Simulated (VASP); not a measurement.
A run of VASP 6.6.1:

The input INCAR:

```
SYSTEM = HfOs
PREC = Accurate ; ENCUT = 520
EDIFF = 1E-6 ; ISMEAR = 0
SIGMA = 0.15 ; LREAL = .False.
LASPH = .True. ; NELM = 60
ALGO = Fast ; ISIF = 2
LWAVE = .False. ; LCHARG = .False.
GGA = PS ; NBANDS = 16
```

Contents of KPOINTS:

```
Automatic mesh
0
Gamma
  14 14 14
  0 0 0
```

The input POSCAR:

```
HfOs
1.0
    3.2390000000      0.0404875000      0.0000000000
    0.0404875000      3.2390000000      0.0000000000
    0.0000000000      0.0000000000      3.2390000000
Hf Os
1 1
Direct
    0.0000000000      0.0000000000      0.0000000000
    0.5000000000      0.5000000000      0.5000000000
```

Potentials or basis: VASP PAW PBE potentials, release 64 (Hf_pv, Os).

The run is started by

```bash
$ cat potpaw_PBE.64/Hf_pv/POTCAR potpaw_PBE.64/Os/POTCAR > POTCAR
$ mpirun -np 1 vasp_std > vasp.out
```

Hardware: 1 thread of Intel Xeon 8259CL, on a shared host.

**Question.** How long does it take, and how much memory?

**Answer.** It took 2.3 min on 1 thread of Intel Xeon 8259CL (shared host), peak memory 0.37 GiB. Counts: scf iterations 16, k points 456.
